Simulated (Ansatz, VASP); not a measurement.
# One calculation of Sn3Te, two programs

```
Te Sn
1.0
    -2.30090    2.30090    5.51649
     2.30090   -2.30090    5.51649
     2.30090    2.30090   -5.51649
Te Sn
1 3
Direct
  0.00000 0.00000 0.00000
  0.50000 0.50000 0.00000
  0.25000 0.75000 0.50000
  0.75000 0.25000 0.50000
```

Alike in both runs: functional LDA; k mesh 5 × 5 × 5; occupations fermi-dirac, width 0.05 eV; no spin polarisation.

|  | VASP | Ansatz |
| --- | --- | --- |
| version | VASP 6.6.1 | Ansatz 0.2.0 |
| potentials or method | VASP PAW LDA potentials, release 64 (Te, Sn_d) | Ansatz PAW |
| plane-wave cutoff (eV) | 520 | 420 |
| valence electrons in the cell | 48 | 58 |
| task | single point | projected density of states |

|  | VASP | Ansatz | Ansatz less VASP |
| --- | --- | --- | --- |
| gap on the k mesh at the Fermi level (eV) | none | none | - |
| pressure (GPa) | -4.4 | -4.4 | 0.00 |
| traceless stress, the component that is largest in VASP (GPa) | 0.29 | 0.29 | -0.003 |

LDA's correlation is that of Perdew and Zunger in VASP and of Perdew and Wang (1992) in Ansatz. A gap of «none» marks a metal or a gap that the smearing closes. VASP's potentials hold 48 valence electrons a cell and Ansatz's 58, so a difference there can come from the potentials and not from the codes.

The k mesh is coarse, so the values compare programs but aren't converged. Spin-orbit coupling is off throughout.
